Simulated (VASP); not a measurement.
Here is a VASP 6.6.1 calculation.

Contents of INCAR:

```
ALGO = Normal ; EDIFF = 1E-6
ENCUT = 520 ; GGA = PE
ISIF = 2 ; ISMEAR = 0
LASPH = True ; LCHARG = False
LREAL = False ; LWAVE = False
NBANDS = 16 ; NELM = 60
PREC = Accurate ; SIGMA = 0.02
```

KPOINTS

```
k-points
0
Gamma
  12 12 12
```

Contents of POSCAR:

```
CdS
1.0
    0.0000000000      2.9737007966      2.9737007966
    2.9737007966      0.0000000000      2.9737007966
    2.9737007966      2.9737007966      0.0000000000
Cd S
1 1
Direct
    0.0000000000      0.0000000000      0.0000000000
    0.7500000000      0.7500000000      0.7500000000
```

Potentials or basis: VASP PAW PBE potentials, release 64 (Cd, S).

Command:

```console
$ cat potpaw_PBE.64/Cd/POTCAR potpaw_PBE.64/S/POTCAR > POTCAR
$ mpirun -np 1 vasp_std > vasp.out
```

Q: Estimate the band gap on the k mesh.

A: 1.02 eV, direct.

Q: Estimate the pressure.

A: -0.3 GPa.

A k mesh can miss the band edges.
